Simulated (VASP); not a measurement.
Write the native input for VASP 6.6.1 that does the following.

```yaml
Task: single point
Functional: PBEsol
Potentials_or_basis: VASP PAW PBE potentials, release 64 (Cu)
Cutoff: 520 eV
k_mesh: 3 × 13 × 2
Occupations: methfessel-paxton, width 0.15 eV
Spin: no spin polarisation
Dipole_correction: no
Further_INCAR_settings: ALGO = Normal; EDIFF = 1e-07; NBANDS = 12
```

The structure of Cu lies in POSCAR:

```
Cu
1.0
   11.3340600437      0.0000000000      0.0000000000
    0.0000000000      2.1925214815      0.0000000000
   -4.5018093725      0.0000000000     21.2995211841
Cu
1
Direct
    0.5000000000      0.5000000000      0.5000000000
```

One way to write it, as run:

INCAR

```
  PREC = Accurate
  ENCUT = 520
  EDIFF = 1E-7
  ISMEAR = 1
  SIGMA = 0.15
  LREAL = False
  LASPH = True
  NELM = 100
  ALGO = Normal
  ISIF = 2
  LWAVE = False
  LCHARG = False
  GGA = PS
  NBANDS = 12
```

KPOINTS

```
regular mesh
0
Gamma
  3 13 2
```

Potentials or basis: VASP PAW PBE potentials, release 64 (Cu).

Run with:

```bash
$ cat potpaw_PBE.64/Cu/POTCAR > POTCAR
$ mpirun -np 1 vasp_std > vasp.out
```

It gave:

```
Pressure               : 0.1 GPa
Band gap on the k mesh : zero (an odd number of electrons rules out a gap without spin polarisation)
```

Caveat: the PAW data sets were made with another functional, which shifts forces and pressure a little.

Run time: 88 s on 1 thread of Intel(R) Xeon(R) 6975P-C (Granite Rapids), with other jobs on the host, peak memory 0.56 GiB.
